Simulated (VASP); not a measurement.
Crystal: AlN.

```xyz
2
Lattice="0.0000 2.1840 2.1840 2.1840 0.0000 2.1840 2.1840 2.1840 0.0000" Properties=species:S:1:pos:R:3 pbc="T T T"
Al    0.0000    0.0000    0.0000
N     3.2760    3.2760    3.2760
```

```yaml
Program: VASP 6.6.1
Task: relaxation of cell and atoms
Functional: PBE
Potentials_or_basis: VASP PAW PBE potentials, release 64 (Al, N)
Cutoff: 600 eV
k_mesh: 10 × 10 × 10
Occupations: fermi-dirac, width 0.02 eV
Spin: no spin polarisation
```

At the start: pressure 4.5 GPa; volume 10.42 Å³/atom.

Question: How do energy, volume and symmetry change on relaxing?

Answer: Over 3 steps the energy falls by 3.2 meV/atom and the volume is 10.65 Å³/atom (+2.2 %); space group F-43m (No. 216, to 0.1 Å) before and after.

The path:
```csv
step,energy change (eV),largest force (eV/Å),pressure (GPa),volume (Å³)
1,0.0000,0.0000,4.47,20.83
2,-0.0014,0.0000,-3.68,21.72
3,-0.0064,0.0000,0.00,21.30
```

Final structure:
```
Al N
1.0
     0.00000    2.20019    2.20019
     2.20019    0.00000    2.20019
     2.20019    2.20019    0.00000
Al N
1 1
Direct
  0.00000 0.00000 0.00000
  0.75000 0.75000 0.75000
```
